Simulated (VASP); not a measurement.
Here is a VASP 6.6.1 calculation.

File POSCAR:

```
GaN
1.0
    2.2414625340      2.2414625340      0.0000000000
   -2.2414625340      2.2414625340      0.0000000000
    0.0000000000      2.2414625340      2.2414625340
Ga N
1 1
Direct
    0.0000000000      0.0000000000      0.0000000000
    0.2500000000      0.7500000000      0.5000000000
```

INCAR.step1

```
SYSTEM = GaN
ALGO = Normal ; EDIFF = 1E-4
ENCUT = 520 ; GGA = PE
ISMEAR = 0 ; LASPH = .TRUE.
LCHARG = .FALSE. ; LREAL = .FALSE.
LWAVE = .TRUE. ; NBANDS = 16
NELM = 60 ; PREC = Accurate
SIGMA = 0.01
```

INCAR.step2

```
SYSTEM = GaN
ALGO = Normal ; EDIFF = 1E-6
ENCUT = 520 ; ISIF = 2
ISMEAR = 0 ; ISTART = 1
LASPH = .TRUE. ; LCHARG = .FALSE.
LMIXTAU = .TRUE. ; LREAL = .FALSE.
LWAVE = .FALSE. ; METAGGA = R2SCAN
NBANDS = 16 ; NELM = 60
PREC = Accurate ; SIGMA = 0.01
```

KPOINTS

```
k-points
0
G
  10 10 10
  0 0 0
```

Potentials or basis: VASP PAW PBE potentials, release 64 (Ga_d, N).

Command:

```sh
$ cat potpaw_PBE.64/Ga_d/POTCAR potpaw_PBE.64/N/POTCAR > POTCAR
$ cp INCAR.step1 INCAR
$ mpirun -np 1 vasp_std > vasp.out
$ cp INCAR.step2 INCAR
$ mpirun -np 1 vasp_std > vasp.out
```

**Question.** Predict the band gap on the k mesh.

**Answer.** 2.23 eV.

**Question.** What does it give for the pressure?

**Answer.** 3.2 GPa.

Caveat: the cell stands under pressure; the PAW data sets were made with another functional, which shifts forces and pressure a little.
